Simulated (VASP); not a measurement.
# BN (Fmm2) in VASP: further runs, part 2 of 2

VASP 6.6.1. Earlier steps stand in the parts before.

## Step 4: Single point, PBEsol

This run uses another cell than the first one, of 8.35 Å³/atom, 1.060 times its volume.

The input, INCAR:

```
ALGO     = Normal         # electronic algorithm
EDIFF    = 1E-6           # SCF threshold, eV
ENCUT    = 520            # plane-wave cutoff, eV
GGA      = PS             # functional
ISIF     = 2              # what is computed and relaxed
ISMEAR   = 0              # smearing method
LASPH    = True           # aspherical terms in the spheres
LCHARG   = True           # write CHGCAR
LELF     = True           # ELF
LREAL    = False          # projectors in reciprocal space
LVHAR    = True         
LWAVE    = False          # write WAVECAR
NBANDS   = 11             # bands
NELM     = 100            # most SCF steps
PREC     = Accurate       # precision mode
SIGMA    = 0.01           # smearing width, eV
```

The input, KPOINTS:

```
k-points
0
Gamma
  10 10 10
```

The input, POSCAR:

```
BN
1.0
    0.0000000000      3.0978075385      2.1583094676
    1.2494473280      0.0000000000      2.1583094676
    1.2494473280      3.0978075385      0.0000000000
B N
1 1
Direct
    0.0002032572      0.0002032572      0.9997967428
    0.6665120594      0.6665120594      0.3334879406
```

Potentials or basis: VASP PAW PBE potentials, release 64 (B, N).

Run with:

```console
$ cat potpaw_PBE.64/B/POTCAR potpaw_PBE.64/N/POTCAR > POTCAR
$ mpirun -np 1 vasp_std > vasp.out
```

OUTCAR:

```text
EDIFF = 1E-6
   ENCUT = 520
   GGA = PS
   ISIF = 2
   ISMEAR = 0
   LASPH = True
   LREAL = False
   NELM = 100
   PREC = Accurate

 ion  position               nearest neighbor table
   1  0.000  0.000  1.000-   2 1.44   2 1.44   2 1.44
   2  0.667  0.667  0.333-   1 1.44   1 1.44   1 1.44

  LATTYP: Found a face centered orthorhombic cell.
 ALAT       =     2.4988946560
 B/A-ratio  =     1.7274113276
 C/A-ratio  =     2.4793422412

  Lattice vectors:

 A1 = (   0.0000000000,   3.0978075385,   2.1583094676)
 A2 = (  -1.2494473280,   3.0978075385,   0.0000000000)
 A3 = (  -1.2494473280,   0.0000000000,   2.1583094676)

Analysis of symmetry for initial positions (statically):
=====================================================================
 Subroutine PRICEL returns:
 Original cell was already a primitive cell.

 Routine SETGRP: Setting up the symmetry group for a
 face centered orthorhombic supercell.

 Subroutine GETGRP returns: Found  4 space group operations
 (whereof  4 operations were pure point group operations)
 out of a pool of  8 trial point group operations.

The static configuration has the point symmetry C_2v.

[... 164 lines left out ...]
 fundamental gap:      3.0011770951
 Fermi energy:         3.2365759664

 k-point     1 :       0.0000    0.0000    0.0000
  band No.  band energies     occupation
      1     -15.1074      2.00000
      2      -0.9021      2.00000
      3       1.5515      2.00000
      4       1.5601      2.00000
      5       8.3398      0.00000
      6      14.4232      0.00000
      7      14.6002      0.00000
      8      16.1961      0.00000
      9      18.0781      0.00000
     10      28.5530      0.00000
     11      30.7174      0.00000
[... 309 lines left out ...]
 k-point    24 :       0.4000    0.3000   -0.0000
  band No.  band energies     occupation
      1     -12.7589      2.00000
      2      -4.4992      2.00000
      3      -1.3470      2.00000
      4       1.7492      2.00000
      5      10.6536      0.00000
      6      12.0065      0.00000
      7      15.0399      0.00000
      8      19.0966      0.00000
      9      21.4035      0.00000
     10      22.7480      0.00000
     11      27.3151      0.00000

 [... further k-points ...]
[... 5 lines left out ...]
  --------------------------------------------------------------------------------------
  -------------------------------------------------------------------------------------
  Total        0.4762933      0.3980452      0.4767620      0.0000000      0.0000000      0.0000000
  in kB       45.6739902     38.1704123     45.7189378      0.0000000      0.0000000      0.0000000
  external PRESSURE =      43.1877801 kB  Pullay stress =       0.0000000 kB

 VOLUME and BASIS-vectors are now :
 -----------------------------------------------------------------------------
  energy-cutoff  :      520.00
  volume of cell :       16.71
      direct lattice vectors                 reciprocal lattice vectors
     0.000000000  3.097807539  2.158309468    -0.400176933  0.161404475  0.231662793
     1.249447328  0.000000000  2.158309468     0.400176933 -0.161404475  0.231662793
     1.249447328  3.097807539  0.000000000     0.400176933  0.161404475 -0.231662793

 POSITION                                       TOTAL-FORCE (eV/Angst)
 -----------------------------------------------------------------------------------
      1.24945      3.09781      0.00088         0.000000      0.000000      0.000503
      1.24945      3.09781      2.87708         0.000000      0.000000     -0.000503
 -----------------------------------------------------------------------------------
    total drift:                                0.000002      0.000004     -0.000039

  FREE ENERGIE OF THE ION-ELECTRON SYSTEM (eV)
  ---------------------------------------------------
  free  energy   TOTEN  =       -18.2597532399 eV

  energy  without entropy=      -18.2597532399  energy(sigma->0) =      -18.25975324
```

stdout:

```text
POSCAR found type information on POSCAR B N
 POSCAR found :  2 types and       2 ions
 scaLAPACK will be used
 -----------------------------------------------------------------------------
|                                                                             |
|                                                                             |
|     You enforced a specific xc type in the INCAR file but a different       |
|     I HOPE YOU KNOW WHAT YOU ARE DOING!                                     |
|                                                                             |
 -----------------------------------------------------------------------------

 LDA part: xc-table for (Slater+PW92), standard interpolation
 POSCAR, INCAR and KPOINTS ok, starting setup
 FFT: planning ... GRIDC
 FFT: planning ... GRID_SOFT
 FFT: planning ... GRID
 WAVECAR not read
 entering main loop
```

Run time: 83 s. Hardware: 1 thread of AMD EPYC 7R13, shared host; peak memory 0.13 GiB.

What came out:

* Free energy: -18.2598 eV
* Pressure: 4.3 GPa
* Band gap on the k mesh: 3.00 eV, indirect (least direct gap 4.54 eV)

Caveat: the PAW data sets were made with another functional, which shifts forces and pressure a little. A k mesh can miss the band edges.

## Step 5: Single point, PBEsol

This run uses another cell than the first one, of 8.75 Å³/atom, 1.110 times its volume.

The input, INCAR:

```
  ALGO = Normal
  EDIFF = 1E-6
  ENCUT = 520
  GGA = PS
  ISIF = 2
  ISMEAR = 0
  LASPH = True
  LCHARG = False
  LREAL = False
  LWAVE = False
  NBANDS = 11
  NELM = 60
  PREC = Accurate
  SIGMA = 0.01
```

KPOINTS is that of step 4.

The input, POSCAR:

```
BN
1.0
    0.0000000000      3.2332803932      2.1627389416
    1.2509265579      0.0000000000      2.1627389416
    1.2509265579      3.2332803932      0.0000000000
B N
1 1
Direct
    0.0001486034      0.0001486034      0.9998513966
    0.6665667133      0.6665667133      0.3334332867
```

Potentials or basis: VASP PAW PBE potentials, release 64 (B, N).

Run with:

```console
$ cat potpaw_PBE.64/B/POTCAR potpaw_PBE.64/N/POTCAR > POTCAR
$ mpirun -np 1 vasp_std > vasp.out
```

OUTCAR:

```text
EDIFF = 1E-6
   ENCUT = 520
   GGA = PS
   ISIF = 2
   ISMEAR = 0
   LASPH = True
   LREAL = False
   NELM = 60
   PREC = Accurate

 ion  position               nearest neighbor table
   1  0.000  0.000  1.000-   2 1.44   2 1.44   2 1.44
   2  0.667  0.667  0.333-   1 1.44   1 1.44   1 1.44

  LATTYP: Found a face centered orthorhombic cell.
 ALAT       =     2.5018531158
 B/A-ratio  =     1.7289096054
 C/A-ratio  =     2.5847084090

  Lattice vectors:

 A1 = (   0.0000000000,   3.2332803932,   2.1627389416)
 A2 = (  -1.2509265579,   3.2332803932,   0.0000000000)
 A3 = (  -1.2509265579,   0.0000000000,   2.1627389416)

Analysis of symmetry for initial positions (statically):
=====================================================================
 Subroutine PRICEL returns:
 Original cell was already a primitive cell.

 Routine SETGRP: Setting up the symmetry group for a
 face centered orthorhombic supercell.

 Subroutine GETGRP returns: Found  4 space group operations
 (whereof  4 operations were pure point group operations)
 out of a pool of  8 trial point group operations.

The static configuration has the point symmetry C_2v.

Analysis of symmetry for dynamics (positions and initial velocities):
=====================================================================
 Subroutine PRICEL returns:
 Original cell was already a primitive cell.

 Routine SETGRP: Setting up the symmetry group for a
 face centered orthorhombic supercell.

 Subroutine GETGRP returns: Found  4 space group operations
 (whereof  4 operations were pure point group operations)
 out of a pool of  8 trial point group operations.

The dynamic configuration has the point symmetry C_2v.

 Subroutine INISYM returns: Found  4 space group operations
 (whereof  4 operations are pure point group operations),
 and found     1 'primitive' translations

----------------------------------------------------------------------------------------
[... 115 lines left out ...]
  Fermi-wavevector in a.u.,A,eV,Ry     =   1.261252  2.383420 21.643544  1.590756
  Thomas-Fermi vector in A             =   2.394720
   LORBIT       =      0    0 simple, 1 ext, 2 COOP (PROOUT), +10 PAW based schemes
   GGA     = PS    functional components
   LHFCALC =     F    Hartree Fock is set to
   AEXX    =    0.0000 exact exchange contribution
   IVDW    =     0    specifies the selected vdW correction
   LEPSILON=     F    determine dielectric tensor
   LRPA    =     F    only Hartree local field effects (RPA)
 non-spin polarized calculation
 Gauss-broadening in eV      SIGMA  =   0.01
  energy-cutoff  :      520.00
  volume of cell :       17.49
 maximum number of plane-waves:       493
 NGX is ok and might be reduce to    30
   NGX = 15   NGY =  9   NGZ = 13

 number of electron       8.0000000 magnetization

 Free energy of the ion-electron system (eV)
  ---------------------------------------------------
  ext. energy  EPLUGINS =         0.00000000
  ---------------------------------------------------
  free energy    TOTEN  =       -18.27435682 eV

  energy without entropy =      -18.27435682  energy(sigma->0) =      -18.27435682

 E-fermi :   2.7884     XC(G=0): -10.4989

 val. band max:        2.6391672494   @ k =   0.5000  -0.4000   0.1000
 cond. band min:       5.9658394849   @ k =   0.0000   0.5000   0.5000
 fundamental gap:      3.3266722355
 Fermi energy:         2.7883990377

 k-point     1 :       0.0000    0.0000    0.0000
  band No.  band energies     occupation
      1     -15.3985      2.00000
      2      -1.5614      2.00000
      3       1.1521      2.00000
      4       1.1571      2.00000
      5       7.6309      0.00000
      6      14.0088      0.00000
      7      14.1375      0.00000
      8      15.6801      0.00000
      9      17.3708      0.00000
     10      28.0344      0.00000
     11      30.5238      0.00000
[... 309 lines left out ...]
 k-point    24 :       0.4000    0.3000    0.0000
  band No.  band energies     occupation
      1     -13.0809      2.00000
      2      -4.8363      2.00000
      3      -1.7388      2.00000
      4       1.1532      2.00000
      5      10.0959      0.00000
      6      11.3641      0.00000
      7      14.4851      0.00000
      8      18.5260      0.00000
      9      20.8401      0.00000
     10      22.1467      0.00000
     11      26.3920      0.00000

 [... further k-points ...]
[... 5 lines left out ...]
  --------------------------------------------------------------------------------------
  -------------------------------------------------------------------------------------
  Total        0.2778303      0.2004273      0.2776080      0.0000000      0.0000000      0.0000000
  in kB       25.4437392     18.3551573     25.4233814      0.0000000      0.0000000      0.0000000
  external PRESSURE =      23.0740927 kB  Pullay stress =       0.0000000 kB

 VOLUME and BASIS-vectors are now :
 -----------------------------------------------------------------------------
  energy-cutoff  :      520.00
  volume of cell :       17.49
      direct lattice vectors                 reciprocal lattice vectors
     0.000000000  3.233280393  2.162738942    -0.399703721  0.154641707  0.231188328
     1.250926558  0.000000000  2.162738942     0.399703721 -0.154641707  0.231188328
     1.250926558  3.233280393  0.000000000     0.399703721  0.154641707 -0.231188328

 POSITION                                       TOTAL-FORCE (eV/Angst)
 -----------------------------------------------------------------------------------
      1.25093      3.23328      0.00064         0.000000      0.000000      0.000203
      1.25093      3.23328      2.88322         0.000000      0.000000     -0.000203
 -----------------------------------------------------------------------------------
    total drift:                                0.000003      0.000005     -0.000040

  FREE ENERGIE OF THE ION-ELECTRON SYSTEM (eV)
  ---------------------------------------------------
  free  energy   TOTEN  =       -18.2743568165 eV

  energy  without entropy=      -18.2743568165  energy(sigma->0) =      -18.27435682
```

OSZICAR:

```text
N       E                     dE             d eps       ncg     rms          rms(c)
DAV:   1     0.131766216258E+02    0.13177E+02   -0.47698E+03  3842   0.697E+02
DAV:   2    -0.191862689298E+02   -0.32363E+02   -0.31044E+02  4533   0.161E+02
DAV:   3    -0.199869736338E+02   -0.80070E+00   -0.79942E+00  4549   0.231E+01
DAV:   4    -0.199892045313E+02   -0.22309E-02   -0.22308E-02  4127   0.137E+00
DAV:   5    -0.199892126517E+02   -0.81203E-05   -0.81203E-05  4578   0.739E-02    0.782E+00
DAV:   6    -0.184714966394E+02    0.15177E+01   -0.48532E+00  4303   0.122E+01    0.364E+00
DAV:   7    -0.183152676708E+02    0.15623E+00   -0.22961E-01  4332   0.353E+00    0.219E+00
DAV:   8    -0.182741400048E+02    0.41128E-01   -0.10372E-01  4392   0.197E+00    0.239E-01
DAV:   9    -0.182741492728E+02   -0.92680E-05   -0.23126E-03  4086   0.388E-01    0.131E-01
DAV:  10    -0.182743437204E+02   -0.19445E-03   -0.33273E-04  4236   0.137E-01    0.209E-02
DAV:  11    -0.182743570933E+02   -0.13373E-04   -0.26825E-05  4397   0.349E-02    0.176E-02
DAV:  12    -0.182743568165E+02    0.27685E-06   -0.57772E-06  4205   0.158E-02
   1 F= -.18274357E+02 E0= -.18274357E+02  d E =-.216035-101
```

Wall time 82 s (1 thread of AMD EPYC 7R13, shared host); peak memory 0.13 GiB.

What came out:

```
Free energy            : -18.2744 eV
Pressure               : 2.3 GPa
Band gap on the k mesh : 3.33 eV, indirect (least direct gap 4.58 eV)
```

Stress tensor (GPa, compression positive):
```
2.54 0.00 0.00
0.00 1.84 0.00
0.00 0.00 2.54
```

Levels at points of the mesh, in eV from the valence-band top:
| k point | band 1 | band 2 | band 3 | band 4 | band 5 | band 6 | band 7 | band 8 | band 9 |
| --- | --- | --- | --- | --- | --- | --- | --- | --- | --- |
| (0.00, 0.00, 0.00) | -18.04 | -4.20 | -1.49 | -1.48 | 4.99 | 11.37 | 11.50 | 13.04 | 14.73 |
| (0.50, 0.00, 0.00) | -14.73 | -9.13 | -4.31 | -1.14 | 4.39 | 9.74 | 13.45 | 16.32 | 20.49 |
| (0.50, 0.50, 0.00) | -14.81 | -9.29 | -4.30 | -0.35 | 6.06 | 9.28 | 12.16 | 14.03 | 19.66 |
| (0.50, 0.00, 0.50) | -17.67 | -6.65 | -1.54 | -1.47 | 10.22 | 11.29 | 11.42 | 12.35 | 16.70 |
| (0.00, 0.50, 0.50) | -14.61 | -8.95 | -4.39 | -1.85 | 3.33 | 9.68 | 14.82 | 19.16 | 20.99 |

Caveat: the PAW data sets were made with another functional, which shifts forces and pressure a little. A k mesh can miss the band edges.

## Step 6: Overview

```csv
cell,gap on the mesh (eV),pressure (GPa)
"a = 3.642, b = 2.486, c = 3.193 Å, angles 78.7, 42.0, 59.3°, 2 atoms",2.57,8.3
"a = 3.701, b = 2.490, c = 3.258 Å, angles 78.9, 41.3, 59.8°, 2 atoms",2.77,6.3
"a = 3.776, b = 2.494, c = 3.340 Å, angles 79.2, 40.5, 60.3°, 2 atoms",3.00,4.3
"a = 3.890, b = 2.498, c = 3.467 Å, angles 79.6, 39.2, 61.2°, 2 atoms",3.33,2.3
```

Alike in all rows: task single point; level PBEsol; potentials or basis VASP PAW PBE potentials, release 64 (B, N); no spin polarisation; k mesh 10 × 10 × 10; cutoff (eV) 520; smearing gaussian 0.01 eV.

Caveats: the PAW data sets were made with another functional, which shifts forces and pressure a little.

Absolute energies hang on the potentials; compare differences alone.
